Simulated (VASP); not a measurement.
A run of VASP 6.6.1 is set up as follows.

Contents of POSCAR:

```
PbSe
1.0
    0.0000000000      3.1098372200      3.1098372200
    3.1098372200      0.0000000000      3.1098372200
    3.1098372200      3.1098372200      0.0000000000
Pb Se
1 1
Direct
    0.0000000000      0.0000000000      0.0000000000
    0.5000000000      0.5000000000      0.5000000000
```

INCAR.step1

```
ALGO = Normal ; EDIFF = 1E-4
ENCUT = 520 ; GGA = PE
ISMEAR = -1 ; LASPH = T
LCHARG = F ; LREAL = F
LWAVE = T ; NELM = 80
PREC = Accurate ; SIGMA = 0.02
```

File INCAR.step2:

```
ALGO = Normal ; EDIFF = 1E-7
EDIFFG = -0.01 ; ENCUT = 520
IBRION = 2 ; ISIF = 2
ISMEAR = -1 ; ISTART = 1
LASPH = T ; LCHARG = F
LMIXTAU = T ; LREAL = F
LWAVE = F ; METAGGA = R2SCAN
NELM = 80 ; NSW = 50
PREC = Accurate ; SIGMA = 0.02
```

Contents of KPOINTS:

```
k-points
0
Gamma
  8 8 8
```

Potentials or basis: VASP PAW PBE potentials, release 64 (Pb_d, Se).

The run is started by

```console
$ cat potpaw_PBE.64/Pb_d/POTCAR potpaw_PBE.64/Se/POTCAR > POTCAR
$ cp INCAR.step1 INCAR
$ mpirun -np 1 vasp_std > vasp.out
$ cp INCAR.step2 INCAR
$ mpirun -np 1 vasp_std > vasp.out
```

Task: What does it give for the band gap on the k mesh?

Result: 0.73 eV.

Final structure:
```
Pb Se
1.0
     0.00000    3.10984    3.10984
     3.10984    0.00000    3.10984
     3.10984    3.10984    0.00000
Pb Se
1 1
Direct
  0.00000 0.00000 0.00000
  0.50000 0.50000 0.50000
```

Caveat: the relaxation stopped at its first step, so nothing moved; spin-orbit coupling is left out, which moves the levels of the heavy elements. A k mesh can miss the band edges.
